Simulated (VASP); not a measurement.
## Pb: single point with r2SCAN+rVV10

Crystal: Pb.

```
Pb
1.0
    -1.97966    1.97966    1.97966
     1.97966   -1.97966    1.97966
     1.97966    1.97966   -1.97966
Pb
1
Direct
  0.00000 0.00000 0.00000
```

This isn't the form of Pb at room conditions, which is fcc.

```yaml
Program: VASP 6.6.1
Task: single point
Functional: r2SCAN
Dispersion: rVV10
Potentials_or_basis: VASP PAW PBE potentials, release 64 (Pb_d)
Cutoff: 550 eV
k_mesh: 9 × 9 × 9
Occupations: fermi-dirac, width 0.15 eV
Spin: no spin polarisation
Dipole_correction: no
Further_INCAR_settings: ALGO = Normal; EDIFF = 1e-06; NBANDS = 13
```

| Item | Value |
| --- | --- |
| Pressure | -1.0 GPa |
| Band gap on the k mesh | zero (bands 7 and 8 overlap by 9.82 eV) |

Levels at points of the mesh, in eV from the Fermi level:
```tsv
k point	band 4	band 5	band 6	band 7	band 8	band 9	band 10	band 11
(0.00, 0.00, 0.00)	-17.51	-17.51	-12.15	7.72	7.72	7.72	11.81	11.81
```

It took 84 s on 1 thread of Intel(R) Xeon(R) Platinum 8259CL CPU @ 2.50GHz (Skylake/Cascade Lake), with other jobs on the host, peak memory 0.26 GiB.

Caveat: the PAW data sets were made with another functional, which shifts forces and pressure a little; spin-orbit coupling is left out, which moves the levels of the heavy elements.
